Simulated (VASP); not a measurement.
Runs of VASP 6.6.1 on HfO2. The structure is that of space group Pca2_1 (No. 29), or close to it. The cells are those of the table. 

```csv
level,cell,gap on the mesh (eV),pressure (GPa),largest force (eV/Å)
RPBE+D4,"a = 5.149, b = 4.937, c = 4.965 Å, 12 atoms",4.66,(a),0.23
PBE+D4,"a = 5.184, b = 4.971, c = 4.999 Å, 12 atoms",4.51,8.6,0.13
RPBE+D4,"a = 5.184, b = 4.971, c = 4.999 Å, 12 atoms",4.59,8.9,0.15
PBE+D3(BJ),"a = 5.184, b = 4.971, c = 4.999 Å, 12 atoms",4.51,(b),0.15
RPBE+D3(BJ),"a = 5.149, b = 4.937, c = 4.965 Å, 12 atoms",4.66,-0.4,0.31
```

Alike in all rows: task single point; potentials or basis VASP PAW PBE potentials, release 64 (Hf_pv, O); no spin polarisation; k mesh 5 × 6 × 5; cutoff (eV) 520; smearing fermi-dirac 0.05 eV.

Q: Estimate the missing entries.

A: (a) 14.9; (b) 8.4.

Caveats: spin-orbit coupling is left out, which moves the levels of the heavy elements; the cell stands under pressure (at least some runs); the PAW data sets were made with another functional, which shifts forces and pressure a little (at least some runs); the dispersion term is far too large for a dense solid, which distorts pressure and volume (at least some runs).

A k mesh can miss the band edges, and the runs leave out spin-orbit coupling on Hf.
